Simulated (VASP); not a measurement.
Wanted: the native input for a VASP 6.6.1 run.

```
Task                   : single point
Functional             : PBE
Potentials or basis    : VASP PAW PBE potentials, release 64 (Au)
Cutoff                 : 520 eV
k mesh                 : 8 × 8 × 8
Occupations            : gaussian, width 0.1 eV
Spin                   : no spin polarisation
Dipole correction      : no
Further INCAR settings : ALGO = Normal; EDIFF = 1e-06; NBANDS = 12
```

The structure of Au lies in POSCAR:

```
Au
1.0
   -1.5441828126      1.5441828126      1.5441828126
    1.5441828126     -1.5441828126      1.5441828126
    1.5441828126      1.5441828126     -1.5441828126
Au
1
Direct
    0.0000000000      0.0000000000      0.0000000000
```

This cell differs from its parent crystal: Ag replaced by Au, lengths x 0.963, strained.

One way to write it, as run:

INCAR

```
SYSTEM = Au
PREC = Accurate
ENCUT = 520
EDIFF = 1E-6
ISMEAR = 0
SIGMA = 0.1
LREAL = .FALSE.
LASPH = .TRUE.
NELM = 100
ALGO = Normal
ISIF = 2
LWAVE = .FALSE.
LCHARG = .FALSE.
GGA = PE
NBANDS = 12
```

KPOINTS

```
Automatic mesh
0
G
  8 8 8
  0 0 0
```

Potentials or basis: VASP PAW PBE potentials, release 64 (Au).

The run is started by

```bash
$ cat potpaw_PBE.64/Au/POTCAR > POTCAR
$ mpirun -np 1 vasp_std > vasp.out
```

It gave:

```
Pressure : 49.2 GPa
```

Caveat: the cell differs from its parent crystal (Ag replaced by Au, lengths x 0.963, strained).

Run time: 2.5 s on 1 thread of Intel(R) Xeon(R) 6975P-C (Granite Rapids), with other jobs on the host, peak memory 0.12 GiB.
